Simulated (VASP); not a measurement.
Here is a VASP 6.6.1 calculation.

File INCAR:

```
SYSTEM = MnO
PREC = Accurate
ENCUT = 520
EDIFF = 1E-7
ISMEAR = -1
SIGMA = 0.05
LREAL = .FALSE.
LASPH = .TRUE.
NELM = 150
ALGO = Normal
ISIF = 2
LWAVE = .FALSE.
LCHARG = .FALSE.
ISPIN = 2
MAGMOM = 5 0
LORBIT = 11
LMAXMIX = 4
GGA = PE
NBANDS = 20
```

KPOINTS

```
Automatic mesh
0
G
  10 10 10
  0 0 0
```

The input POSCAR:

```
MnO
1.0
    0.0000000000      2.2512405296      2.2512405296
    2.2512405296      0.0000000000      2.2512405296
    2.2512405296      2.2512405296      0.0000000000
Mn O
1 1
Direct
    0.0000000000      0.0000000000      0.0000000000
    0.5000000000      0.5000000000      0.5000000000
```

Potentials or basis: VASP PAW PBE potentials, release 64 (Mn_pv, O).

The run is started by

```bash
$ cat potpaw_PBE.64/Mn_pv/POTCAR potpaw_PBE.64/O/POTCAR > POTCAR
$ mpirun -np 1 vasp_std > vasp.out
```

Problem. Estimate the site moments.

Solution. Mn +4.39; O +0.20 μB.

Problem. Estimate the net moment.

Solution. 4.84 μB per cell.

Caveat: a cell with one magnetic atom can't hold antiferromagnetic order, which such compounds often take.
